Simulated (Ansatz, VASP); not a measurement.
One calculation of Ta2N, two programs

```
Ta N
1.0
     3.15825    0.00000    0.00000
    -1.57913    2.73513    0.00000
     0.00000    0.00000    4.94929
Ta N
2 1
Direct
  0.66667 0.33333 0.74637
  0.33333 0.66667 0.25363
  0.00000 0.00000 0.00000
```

Alike in both runs: task single point; functional PBEsol; k mesh 18 × 18 × 10; occupations gaussian, width 0.15 eV; no spin polarisation.

```csv
,VASP,Ansatz
version,VASP 6.6.1,Ansatz 0.2.0
potentials or method,"VASP PAW PBE potentials, release 64 (Ta_pv, N), cutoff 520 eV","scalar-relativistic, plane waves, PAW"
valence electrons in the cell,27,31
```

|  | VASP | Ansatz | Ansatz less VASP |
| --- | --- | --- | --- |
| gap on the k mesh at the Fermi level (eV) | none | none | - |
| pressure (GPa) | -19.3 | -19.7 | -0.40 |
| traceless stress, the component that is largest in VASP (GPa) | -0.24 | -0.16 | +0.085 |
| rms of the force components (eV/Å) | 0.180 | 0.200 | +0.0200 |

VASP's potentials were made for PBE, not for PBEsol, and Ansatz warns of the same on its side. Atom by atom the forces differ by 0.020 eV/Å (rms over components). A gap of «none» marks a metal or a gap that the smearing closes. The functional is the same, so the differences come from potentials, cutoffs and numerics. VASP's potentials hold 27 valence electrons a cell and Ansatz's 31, so a difference there can come from the potentials and not from the codes.

Neither program's run includes spin-orbit coupling.
